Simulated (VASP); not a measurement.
Set up this calculation in VASP 6.6.1, as the native input.

| Item | Value |
| --- | --- |
| Task | single point |
| Functional | r2SCAN |
| Potentials or basis | VASP PAW PBE potentials, release 64 (Re) |
| Cutoff | 520 eV |
| k mesh | 18 × 18 × 18 |
| Occupations | gaussian, width 0.1 eV |
| Spin | no spin polarisation |
| Dipole correction | no |
| Further INCAR settings | ALGO = Normal; EDIFF = 1e-06; NBANDS = 10 |

Re:

```xyz
1
Lattice="0.0000 1.9849 1.9849 1.9849 0.0000 1.9849 1.9849 1.9849 0.0000" Properties=species:S:1:pos:R:3 pbc="T T T"
Re    0.0000    0.0000    0.0000
```

This isn't the form of Re at room conditions, which is hcp.

One way to write it, as run:

POSCAR

```
Re
1.0
    0.0000000000      1.9849032761      1.9849032761
    1.9849032761      0.0000000000      1.9849032761
    1.9849032761      1.9849032761      0.0000000000
Re
1
Direct
    0.0000000000      0.0000000000      0.0000000000
```

INCAR.step1

```
SYSTEM = Re
ALGO = Normal
EDIFF = 1E-4
ENCUT = 520
GGA = PE
ISMEAR = 0
LASPH = .TRUE.
LCHARG = .FALSE.
LREAL = .FALSE.
LWAVE = .TRUE.
NBANDS = 10
NELM = 80
PREC = Accurate
SIGMA = 0.1
```

INCAR.step2

```
SYSTEM = Re
ALGO = Normal
EDIFF = 1E-6
ENCUT = 520
ISIF = 2
ISMEAR = 0
ISTART = 1
LASPH = .TRUE.
LCHARG = .FALSE.
LMIXTAU = .TRUE.
LREAL = .FALSE.
LWAVE = .FALSE.
METAGGA = R2SCAN
NBANDS = 10
NELM = 80
PREC = Accurate
SIGMA = 0.1
```

KPOINTS

```
k-points
0
G
  18 18 18
  0 0 0
```

Potentials or basis: VASP PAW PBE potentials, release 64 (Re).

The run is started by

```console
$ cat potpaw_PBE.64/Re/POTCAR > POTCAR
$ cp INCAR.step1 INCAR
$ mpirun -np 1 vasp_std > vasp.out
$ cp INCAR.step2 INCAR
$ mpirun -np 1 vasp_std > vasp.out
```

Results of the run:

```
Pressure               : -20.2 GPa
Band gap on the k mesh : zero (an odd number of electrons rules out a gap without spin polarisation)
```

Caveat: the cell stands under tension; the PAW data sets were made with another functional, which shifts forces and pressure a little; spin-orbit coupling is left out, which moves the levels of the heavy elements.

It took 2.3 min on 1 thread of Intel Xeon 8259CL (shared host), peak memory 0.17 GiB.
